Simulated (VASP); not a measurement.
A run of VASP 6.6.1 is set up as follows.

File INCAR:

```
PREC     = Accurate       # precision mode
ENCUT    = 520            # plane-wave cutoff, eV
EDIFF    = 1E-7           # SCF threshold, eV
ISMEAR   = 0              # smearing method
SIGMA    = 0.2            # smearing width, eV
LREAL    = False          # projectors in reciprocal space
LASPH    = True           # aspherical terms in the spheres
NELM     = 60             # most SCF steps
ALGO     = Normal         # electronic algorithm
ISIF     = 2              # what is computed and relaxed
LWAVE    = False          # write WAVECAR
LCHARG   = False          # write CHGCAR
GGA      = PE             # functional
NBANDS   = 56             # bands
```

KPOINTS

```
regular mesh
0
Gamma
  5 5 5
```

POSCAR

```
Sn2Bi3O3
1.0
    1.7619130541      1.0172409761     15.6032904198
   -1.7619130541      1.0172409761     15.6032904198
    0.0000000000     -2.0344819521     15.6032904198
Sn Bi O
2 3 3
Direct
    0.3655018378      0.3655018378      0.3655018378
    0.6344981622      0.6344981622      0.6344981622
    0.1086831186      0.1086831186      0.1086831186
    0.8913168814      0.8913168814      0.8913168814
    0.5000000000      0.5000000000      0.5000000000
    0.0000000000      0.0000000000      0.0000000000
    0.2803543447      0.2803543447      0.2803543447
    0.7196456553      0.7196456553      0.7196456553
```

Potentials or basis: VASP PAW PBE potentials, release 64 (Sn_d, Bi_d, O).

Launch:

```console
$ cat potpaw_PBE.64/Sn_d/POTCAR potpaw_PBE.64/Bi_d/POTCAR potpaw_PBE.64/O/POTCAR > POTCAR
$ mpirun -np 1 vasp_std > vasp.out
```

(1) Estimate the largest force.

(2) Predict the pressure.

(3) Estimate the band gap on the k mesh.

Answers

(1) 0.056 eV/Å.

(2) 0.2 GPa.

(3) zero (an odd number of electrons rules out a gap without spin polarisation).

Caveat: the k points lie up to 0.41 Å⁻¹ apart, too coarse for converged energies and pressures of a metal; spin-orbit coupling is left out, which moves the levels of the heavy elements; an odd number of electrons without spin polarisation forces a metal; a magnetic or distorted state may lie lower.
